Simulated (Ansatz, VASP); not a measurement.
# Two plane-wave programs on AlGa3N4

```
CELL_PARAMETERS angstrom
-3.18453 0.00000 0.00000
0.00000 5.51178 -0.00031
1.59226 -2.75559 -5.08053
ATOMIC_POSITIONS crystal
Al 0.00148 0.33467 0.00296
Ga 0.50086 0.83385 0.00172
Ga 0.74961 0.41553 0.49923
Ga 0.25165 0.91938 0.50330
N 0.81474 0.14872 0.62947
N 0.31006 0.64287 0.62011
N 0.55744 0.23013 0.11489
N 0.06016 0.72084 0.12032
```

Change from the starting cell: strained cell.

Alike in both runs: functional PBEsol; k mesh 10 × 6 × 10; occupations gaussian, width 0.02 eV; no spin polarisation.

Ansatz relaxed the structure, and its values are those at the end. VASP's run is a single point on that final structure, the one shown.

|  | VASP | Ansatz |
| --- | --- | --- |
| version | VASP 6.6.1 | Ansatz 0.2.0 |
| potentials or method | VASP PAW PBE potentials, release 64 (Al, Ga_d, N), cutoff 600 eV | scalar-relativistic, plane waves, PAW |
| valence electrons in the cell | 62 | 62 |

|  | VASP | Ansatz | Ansatz less VASP |
| --- | --- | --- | --- |
| gap on the k mesh at the Fermi level (eV) | 2.36 | 2.35 | -0.016 |
| least direct gap on the mesh (eV) | 2.36 | 2.35 | -0.016 |
| pressure (GPa) | -0.4 | 0.0 | +0.34 |
| rms of the force components (eV/Å) | 0.005 | 0.000 | -0.0046 |

VASP's potentials were made for PBE, not for PBEsol, and Ansatz warns of the same on its side. Ansatz's warnings: stress scf threshold loose.
